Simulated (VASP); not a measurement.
Here is a VASP 6.6.1 calculation.

File INCAR:

```
SYSTEM = IrO
PREC     = Accurate       ! precision mode
ENCUT    = 520            ! plane-wave cutoff, eV
EDIFF    = 1E-6           ! SCF threshold, eV
ISMEAR   = 0              ! smearing method
SIGMA    = 0.1            ! smearing width, eV
LREAL    = .FALSE.        ! projectors in reciprocal space
LASPH    = .TRUE.         ! aspherical terms in the spheres
NELM     = 150            ! most SCF steps
ALGO     = Normal         ! electronic algorithm
ISIF     = 2              ! what is computed and relaxed
LWAVE    = .FALSE.        ! write WAVECAR
LCHARG   = .FALSE.        ! write CHGCAR
ISPIN    = 2              ! spin polarisation
MAGMOM   = 2.5 0          ! initial moments
LORBIT   = 11             ! projections on sites
LMAXMIX  = 4              ! l up to which the mixer works
GGA      = PE             ! functional
NBANDS   = 18             ! bands
```

KPOINTS

```
Automatic mesh
0
G
  14 14 14
  0 0 0
```

Contents of POSCAR:

```
IrO
1.0
    2.8653648609      0.0000000000      0.0000000000
    0.0000000000      2.8653648609      0.0000000000
    0.0000000000      0.0000000000      2.8653648609
Ir O
1 1
Direct
    0.0000000000      0.0000000000      0.0000000000
    0.5000000000      0.5000000000      0.5000000000
```

Potentials or basis: VASP PAW PBE potentials, release 64 (Ir, O).

Launch:

```bash
$ cat potpaw_PBE.64/Ir/POTCAR potpaw_PBE.64/O/POTCAR > POTCAR
$ mpirun -np 1 vasp_std > vasp.out
```

What does it give for the net moment?

0.00 μB per cell.

Predict the pressure.

-12.7 GPa.

Caveat: the cell stands under tension.
